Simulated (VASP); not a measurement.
# SiGe4W (P-3m1) in VASP: further runs

SiGe4W is run at these levels: PBE; tasks: single point.

Program: VASP 6.6.1. These are calculated values, not measurements. Logs are shortened: lines on timing, memory, paths and dates and some standing lists are left out, and cuts for length are marked.

### Step 1. The cell of the first run

It takes space group P-3m1 (No. 164, trigonal). The conventional cell has a = 3.351 Å, b = 3.351 Å, c = 10.950 Å, α = 90.00°, β = 90.00°, γ = 120.00°. Si (site symmetry -3m) has 6 Ge at 2.53 Å within 3.3 Å. Ge (site symmetry 3m) has 3 W at 2.64 Å and 9 Ge at 2.82 to 3.35 Å within 3.5 Å. Ge (site symmetry 3m) has 3 Si at 2.53 Å and 3 Ge at 2.82 Å within 3.3 Å. Within 3.5 Å of W (site symmetry -3m) lie 6 Ge at 2.64 Å and 6 W at 3.35 Å.

### Step 2. Single point, PBE

Contents of INCAR:

```
SYSTEM = SiGe4W
PREC = Accurate ; ENCUT = 520
EDIFF = 1E-6 ; ISMEAR = 0
SIGMA = 0.1 ; LREAL = .False.
LASPH = .True. ; NELM = 60
ALGO = Normal ; ISIF = 2
LWAVE = .False. ; LCHARG = .True.
GGA = PE ; LELF = .True.
LVHAR = .True. ; NBANDS = 46
```

Contents of KPOINTS:

```
Automatic mesh
0
Gamma
  6 6 2
  0 0 0
```

Contents of POSCAR:

```
SiGe4W
1.0
    3.3506951080      0.0000000028      0.0000000000
   -1.6753475565      2.9017870825      0.0000000000
    0.0000000000      0.0000000000     10.9504889798
Si Ge W
1 4 1
Direct
    0.0000000000      0.0000000000      0.5000000000
    0.6666666667      0.3333333333      0.8366190577
    0.6666666667      0.3333333333      0.3505989704
    0.3333333333      0.6666666667      0.6494010296
    0.3333333333      0.6666666667      0.1633809423
    0.0000000000      0.0000000000      0.0000000000
```

Potentials or basis: VASP PAW PBE potentials, release 64 (Si, Ge_d, W_sv).

Launch:

```console
$ cat potpaw_PBE.64/Si/POTCAR potpaw_PBE.64/Ge_d/POTCAR potpaw_PBE.64/W_sv/POTCAR > POTCAR
$ mpirun -np 1 vasp_std > vasp.out
```

OUTCAR:

```text
SYSTEM = SiGe4W
   PREC = Accurate
   ENCUT = 520
   EDIFF = 1E-6
   ISMEAR = 0
   LREAL = .False.
   LASPH = .True.
   NELM = 60
   ISIF = 2
   GGA = PE

 ion  position               nearest neighbor table
   1  0.000  0.000  0.500-   3 2.53   4 2.53   3 2.53   4 2.53   3 2.53   4 2.53
   2  0.667  0.333  0.837-   6 2.64   6 2.64   6 2.64   4 2.82   4 2.82   4 2.82
   3  0.667  0.333  0.351-   1 2.53   1 2.53   1 2.53   5 2.82   5 2.82   5 2.82
   4  0.333  0.667  0.649-   1 2.53   1 2.53   1 2.53   2 2.82   2 2.82   2 2.82
   5  0.333  0.667  0.163-   6 2.64   6 2.64   6 2.64   3 2.82   3 2.82   3 2.82
   6  0.000  0.000  0.000-   2 2.64   5 2.64   2 2.64   5 2.64   2 2.64   5 2.64

  LATTYP: Found a hexagonal cell.
 ALAT       =     3.3506951080
 C/A-ratio  =     3.2681245613

  Lattice vectors:

 A1 = (   3.3506951080,   0.0000000028,   0.0000000000)
 A2 = (  -1.6753475565,   2.9017870825,   0.0000000000)
 A3 = (   0.0000000000,   0.0000000000,  10.9504889798)

Analysis of symmetry for initial positions (statically):
=====================================================================
 Subroutine PRICEL returns:
 Original cell was already a primitive cell.

 Routine SETGRP: Setting up the symmetry group for a
 hexagonal supercell.

 Subroutine GETGRP returns: Found 12 space group operations
 (whereof 12 operations were pure point group operations)
 out of a pool of 24 trial point group operations.

The static configuration has the point symmetry D_3d.

Analysis of symmetry for dynamics (positions and initial velocities):
=====================================================================
 Subroutine PRICEL returns:
 Original cell was already a primitive cell.

 Routine SETGRP: Setting up the symmetry group for a
 hexagonal supercell.

 Subroutine GETGRP returns: Found 12 space group operations
 (whereof 12 operations were pure point group operations)
 out of a pool of 24 trial point group operations.

The dynamic configuration has the point symmetry D_3d.

 Subroutine INISYM returns: Found 12 space group operations
 (whereof 12 operations are pure point group operations),
 and found     1 'primitive' translations

----------------------------------------------------------------------------------------

                                     Primitive cell

  volume of cell :     106.4716

  direct lattice vectors                    reciprocal lattice vectors
     3.350695108  0.000000003  0.000000000     0.298445537  0.172307611  0.000000000
    -1.675347557  2.901787082  0.000000000    -0.000000000  0.344615222  0.000000000
     0.000000000  0.000000000 10.950488980     0.000000000  0.000000000  0.091320123

  length of vectors
     3.350695108  3.350695108 10.950488980     0.344615222  0.344615222  0.091320123

  position of ions in fractional coordinates (direct lattice)
     0.000000000  0.000000000  0.500000000
     0.666666667  0.333333333  0.836619058
     0.666666667  0.333333333  0.350598970
     0.333333333  0.666666667  0.649401030
     0.333333333  0.666666667  0.163380942
     0.000000000  0.000000000  0.000000000

  ion indices of the primitive-cell ions
   primitive index   ion index
                 1           1
                 2           2
                 3           3
                 4           4
                 5           5
                 6           6

----------------------------------------------------------------------------------------

 KPOINTS: Automatic mesh

Automatic generation of k-mesh.
 Grid dimensions read from file:
 generate k-points for:    6    6    2

 Generating k-lattice:

  Cartesian coordinates                     Fractional coordinates (reciprocal lattice)
     0.049740923  0.028717935  0.000000000     0.166666667  0.000000000  0.000000000
    -0.000000000  0.057435870  0.000000000     0.000000000  0.166666667  0.000000000
     0.000000000  0.000000000  0.045660061     0.000000000  0.000000000  0.500000000

  Length of vectors
     0.057435870  0.057435870  0.045660061

  Shift w.r.t. Gamma in fractional coordinates (k-lattice)
     0.000000000  0.000000000  0.000000000

 Subroutine IBZKPT returns following result:
 ===========================================

 Found     14 irreducible k-points:

 Following reciprocal coordinates:
            Coordinates               Weight
  0.000000  0.000000  0.000000      1.000000
  0.166667  0.000000  0.000000      6.000000
  0.333333  0.000000  0.000000      6.000000
  0.500000  0.000000  0.000000      3.000000
  0.166667  0.166667  0.000000      6.000000
  0.333333  0.166667  0.000000     12.000000
  0.333333  0.333333  0.000000      2.000000
  0.000000  0.000000  0.500000      1.000000
  0.166667  0.000000  0.500000      6.000000
  0.333333  0.000000  0.500000      6.000000
  0.500000  0.000000  0.500000      3.000000
  0.166667  0.166667  0.500000      6.000000
  0.333333  0.166667  0.500000     12.000000
  0.333333  0.333333  0.500000      2.000000
   k-points           NKPTS =     14   k-points in BZ     NKDIM =     14   number of bands    NBANDS=     46
   number of dos      NEDOS =    301   number of ions     NIONS =      6
   total plane-waves  NPLWV =  65856
   dimension x,y,z NGX =    28 NGY =   28 NGZ =   84
   dimension x,y,z NGXF=    56 NGYF=   56 NGZF=  168
   ions per type =               1   4   1
   NGX,Y,Z   is equivalent  to a cutoff of  13.89, 13.89, 12.75 a.u.
   NGXF,Y,Z  is equivalent  to a cutoff of  27.78, 27.78, 25.51 a.u.
 SYSTEM =  SiGe4W
   PREC   = accura    normal or accurate (medium, high low for compatibility)
   ISTART =      0    job   : 0-new  1-cont  2-samecut
   ICHARG =      2    charge: 1-file 2-atom 10-const
   ISPIN  =      1    spin polarized calculation?
   LNONCOLLINEAR =      F non collinear calculations
   LSORBIT =      F    spin-orbit coupling
   LASPH  =      T    aspherical Exc in radial PAW
   ENCUT  =  520.0 eV  38.22 Ry    6.18 a.u.   6.23  6.23 20.36*2*pi/ulx,y,z
   NELM   =     60;   NELMIN=  2; NELMDL= -5     # of ELM steps
   EDIFF  = 0.1E-05   stopping-criterion for ELM
   LREAL  =      F    real-space projection
   EDIFFG = 0.1E-04   stopping-criterion for IOM
   NSW    =      0    number of steps for IOM
   IBRION =     -1    ionic relax: 0-MD 1-quasi-New 2-CG
   NFREE  =      0    steps in history (QN), initial steepest desc. (CG)
   ISIF   =      2    stress and relaxation
   ISYM   =      2    0-nonsym 1-usesym 2-fastsym
   POTIM  = 0.5000    time-step for ionic-motion
   TEBEG  =    0.0;   TEEND  =   0.0 temperature during run
   PSTRESS=    0.0 pullay stress
   NELECT =      74.0000    total number of electrons
   NUPDOWN=      -1.0000    fix difference up-down
   EMIN   =  10.00;   EMAX   =-10.00  energy-range for DOS
   EFERMI =   0.00;   METHOD = LEGACY
   ISMEAR =     0;   SIGMA  =   0.10  broadening in eV -4-tet -1-fermi 0-gaus
   EFERMI_NEDOS =   21; number of points for ismear=-14 and -15
   IALGO  =     38    algorithm
   IMIX   =      4    mixing-type and parameters
     AMIX     =   0.40;   BMIX     =  1.00
     AMIX_MAG =   1.60;   BMIX_MAG =  1.00
  volume/ion in A,a.u.               =      17.75       119.75
  Fermi-wavevector in a.u.,A,eV,Ry     =   1.450132  2.740351 28.611442  2.102882
  Thomas-Fermi vector in A             =   2.567779
   LORBIT       =      0    0 simple, 1 ext, 2 COOP (PROOUT), +10 PAW based schemes
   GGA     = PE    functional components
   LHFCALC =     F    Hartree Fock is set to
   AEXX    =    0.0000 exact exchange contribution
   IVDW    =     0    specifies the selected vdW correction
   LEPSILON=     F    determine dielectric tensor
   LRPA    =     F    only Hartree local field effects (RPA)
 non-spin polarized calculation
 Gauss-broadening in eV      SIGMA  =   0.10
  energy-cutoff  :      520.00
  volume of cell :      106.47
 maximum number of plane-waves:      2896
 NGX is ok and might be reduce to    28
   NGX = 13   NGY = 13   NGZ = 41

 number of electron      73.9999991 magnetization

 Free energy of the ion-electron system (eV)
  ---------------------------------------------------
  ext. energy  EPLUGINS =         0.00000000
  ---------------------------------------------------
  free energy    TOTEN  =       -33.96809448 eV

  energy without entropy =      -33.96187398  energy(sigma->0) =      -33.96498423

 E-fermi :   7.5153     XC(G=0): -11.5564

 val. band max:        7.3640707108   @ k =   0.1667   0.0000   0.5000
 cond. band min:       7.6045426594   @ k =   0.1667   0.0000   0.5000
 fundamental gap:      0.2404719486
 Fermi energy:         7.5153239007

 k-point     1 :       0.0000    0.0000    0.0000
  band No.  band energies     occupation
      1     -66.4836      2.00000
      2     -30.6613      2.00000
      3     -30.6613      2.00000
      4     -30.5788      2.00000
      5     -17.0883      2.00000
      6     -17.0883      2.00000
[... 38 lines left out ...]
     45      14.0920      0.00000
     46      14.0923      0.00000

 k-point     2 :       0.1667    0.0000    0.0000
  band No.  band energies     occupation
      1     -66.4817      2.00000
      2     -30.7058      2.00000
      3     -30.6723      2.00000
      4     -30.5723      2.00000
      5     -17.0907      2.00000
      6     -17.0885      2.00000
[... 38 lines left out ...]
     45      13.0758      0.00000
     46      13.6649      0.00000

 k-point     3 :       0.3333    0.0000    0.0000
  band No.  band energies     occupation
      1     -66.4779      2.00000
      2     -30.7938      2.00000
      3     -30.6941      2.00000
      4     -30.5593      2.00000
      5     -17.0966      2.00000
      6     -17.0934      2.00000
[... 38 lines left out ...]
     45      11.6961      0.00000
     46      12.5784      0.00000

 k-point     4 :       0.5000    0.0000    0.0000
  band No.  band energies     occupation
      1     -66.4761      2.00000
      2     -30.8373      2.00000
      3     -30.7050      2.00000
      4     -30.5528      2.00000
      5     -17.1000      2.00000
      6     -17.0962      2.00000
[... 430 lines left out ...]
     45      13.3689      0.00000
     46      13.6183      0.00000

 k-point    13 :       0.3333    0.1667    0.5000
  band No.  band energies     occupation
      1     -66.4761      2.00000
      2     -30.8151      2.00000
      3     -30.7276      2.00000
      4     -30.5528      2.00000
      5     -17.0935      2.00000
      6     -17.0890      2.00000
[... 38 lines left out ...]
     45      12.3826      0.00000
     46      13.4880      0.00000

 k-point    14 :       0.3333    0.3333    0.5000
  band No.  band energies     occupation
      1     -66.4751      2.00000
      2     -30.7851      2.00000
      3     -30.7851      2.00000
      4     -30.5496      2.00000
      5     -17.0886      2.00000
      6     -17.0802      2.00000
[... 38 lines left out ...]
     45      11.8332      0.00000
     46      12.2574      0.00000

------------------------ aborting loop because EDIFF is reached ----------------------------------------

  FORCE on cell =-STRESS in cart. coord.  units (eV):
  Direction    XX          YY          ZZ          XY          YZ          ZX
  --------------------------------------------------------------------------------------
  -------------------------------------------------------------------------------------
  Total        0.0916179      0.0916179      0.1014970     -0.0000000      0.0000000     -0.0000000
  in kB        1.3786599      1.3786599      1.5273197     -0.0000000      0.0000000     -0.0000000
  external PRESSURE =       1.4282132 kB  Pullay stress =       0.0000000 kB

 VOLUME and BASIS-vectors are now :
 -----------------------------------------------------------------------------
  energy-cutoff  :      520.00
  volume of cell :      106.47
      direct lattice vectors                 reciprocal lattice vectors
     3.350695108  0.000000003  0.000000000     0.298445537  0.172307611  0.000000000
    -1.675347557  2.901787082  0.000000000    -0.000000000  0.344615222  0.000000000
     0.000000000  0.000000000 10.950488980     0.000000000  0.000000000  0.091320123

 POSITION                                       TOTAL-FORCE (eV/Angst)
 -----------------------------------------------------------------------------------
      0.00000      0.00000      5.47524        -0.000000      0.000000     -0.000000
      1.67535      0.96726      9.16139        -0.000000      0.000000      0.006366
      1.67535      0.96726      3.83923         0.000000     -0.000000      0.031318
     -0.00000      1.93452      7.11126        -0.000000     -0.000000     -0.031318
     -0.00000      1.93452      1.78910        -0.000000     -0.000000     -0.006366
      0.00000      0.00000      0.00000        -0.000000      0.000000     -0.000000
 -----------------------------------------------------------------------------------
    total drift:                                0.000000      0.000000      0.000000

  FREE ENERGIE OF THE ION-ELECTRON SYSTEM (eV)
  ---------------------------------------------------
  free  energy   TOTEN  =       -33.9680944791 eV

  energy  without entropy=      -33.9618739781  energy(sigma->0) =      -33.96498423
```

It took 67 s on 1 thread of Intel Xeon Platinum 8488C (Sapphire Rapids), shared host; peak memory 0.27 GiB.

Results:

* Free energy: -33.9681 eV
* Pressure: 0.1 GPa
* Largest force: 0.031 eV/Å
* Band gap on the k mesh: zero (band 37 reaches 9.80 eV, above the bottom of band 38 at 6.23 eV)

Forces in eV/Å, atoms in the order of the input:
```
Si   0.000  0.000  0.000
Ge   0.000  0.000  0.006
Ge   0.000  0.000  0.031
Ge   0.000  0.000 -0.031
Ge   0.000  0.000 -0.006
W    0.000  0.000  0.000
```

Caveat: the k points lie up to 0.36 Å⁻¹ apart; spin-orbit coupling is left out, which moves the levels of the heavy elements.

### Step 3. Single point, PBE

This run uses another cell than the first one, of 19.75 Å³/atom, 1.113 times its volume.

Contents of INCAR:

```
SYSTEM = SiGe4W
PREC = Accurate
ENCUT = 520
EDIFF = 1E-6
ISMEAR = 0
SIGMA = 0.1
LREAL = .False.
LASPH = .True.
NELM = 100
ALGO = Normal
ISIF = 2
LWAVE = .False.
LCHARG = .False.
GGA = PE
NBANDS = 46
```

KPOINTS is that of step 2.

Contents of POSCAR:

```
SiGe4W
1.0
    3.4125211300      0.0000000000      0.0000000000
   -1.7062605700      2.9553299900      0.0000000000
    0.0000000000      0.0000000000     11.7515815500
Si Ge W
1 4 1
Direct
    0.0000000000      0.0000000000      0.5000000000
    0.6666666700      0.3333333300      0.8897569800
    0.6666666700      0.3333333300      0.3766410100
    0.3333333300      0.6666666700      0.6233589900
    0.3333333300      0.6666666700      0.1102430200
    0.0000000000      0.0000000000      0.0000000000
```

Potentials or basis: VASP PAW PBE potentials, release 64 (Si, Ge_d, W_sv).

Launch:

```console
$ cat potpaw_PBE.64/Si/POTCAR potpaw_PBE.64/Ge_d/POTCAR potpaw_PBE.64/W_sv/POTCAR > POTCAR
$ mpirun -np 1 vasp_std > vasp.out
```

Wall time 2 min (1 thread of Intel Xeon Platinum 8488C (Sapphire Rapids), shared host); peak memory 0.28 GiB.

The run converged. Its results:

- Free energy: -30.9681 eV
- Pressure: 18.9 GPa
- Largest force: 4.771 eV/Å
- Band gap on the k mesh: zero (band 37 reaches 7.54 eV, above the bottom of band 38 at 5.71 eV)

Forces in eV/Å, atoms in the order of the input:
```
Si   0.000  0.000  0.000
Ge   0.000  0.000 -4.771
Ge   0.000  0.000 -1.214
Ge   0.000  0.000  1.214
Ge   0.000  0.000  4.771
W    0.000  0.000  0.000
```

Stress tensor (GPa, compression positive):
```
19.75  0.00  0.00
 0.00 19.75  0.00
 0.00  0.00 17.27
```

Levels at points of the mesh, in eV from the Fermi level:
```csv
k point,band 35,band 36,band 37,band 38,band 39,band 40
"(0.00, 0.00, 0.00)",0.03,1.32,1.32,2.43,2.52,2.52
"(0.50, 0.00, 0.00)",-1.66,-1.64,0.25,0.54,1.14,1.55
"(0.00, 0.00, 0.50)",0.03,1.32,1.32,2.00,2.52,2.52
"(0.50, 0.00, 0.50)",-1.63,-1.42,-0.07,0.63,1.38,1.45
```

Caveat: spin-orbit coupling is left out, which moves the levels of the heavy elements; forces of over 1 eV/Å act on the atoms, so gaps and moduli don't describe the material at rest.
